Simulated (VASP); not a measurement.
Set up this calculation in VASP 6.6.1, as the native input.

| Property | Result |
| --- | --- |
| Task | single point |
| Functional | PBEsol |
| Potentials or basis | VASP PAW PBE potentials, release 64 (Rb_sv) |
| Cutoff | 520 eV |
| k mesh | 12 × 12 × 12 |
| Occupations | gaussian, width 0.15 eV |
| Spin | no spin polarisation |
| Dipole correction | no |
| Further INCAR settings | ALGO = Fast; EDIFF = 1e-06; NBANDS = 10 |

The structure of Rb lies in POSCAR:

```
Rb
1.0
   -2.6657000000      2.6657000000      2.9463000000
    2.6657000000     -2.6657000000      2.9463000000
    2.6657000000      2.6657000000     -2.9463000000
Rb
1
Direct
    0.0000000000      0.0000000000      0.0000000000
```

This cell differs from its parent crystal: strain -0.050 along x and y, +0.050 along z.

The input as run:

INCAR

```
PREC = Accurate
ENCUT = 520
EDIFF = 1E-6
ISMEAR = 0
SIGMA = 0.15
LREAL = False
LASPH = True
NELM = 60
ALGO = Fast
ISIF = 2
LWAVE = False
LCHARG = False
GGA = PS
NBANDS = 10
```

KPOINTS

```
regular mesh
0
Gamma
  12 12 12
```

Potentials or basis: VASP PAW PBE potentials, release 64 (Rb_sv).

Run with:

```console
$ cat potpaw_PBE.64/Rb_sv/POTCAR > POTCAR
$ mpirun -np 1 vasp_std > vasp.out
```

Results of the run:

- Pressure: 0.1 GPa

Caveat: the cell differs from its parent crystal (strain -0.050 along x and y, +0.050 along z); the PAW data sets were made with another functional, which shifts forces and pressure a little.

Wall time 36 s on 1 thread of Intel(R) Xeon(R) 6975P-C (Granite Rapids), with other jobs on the host, peak memory 0.28 GiB.
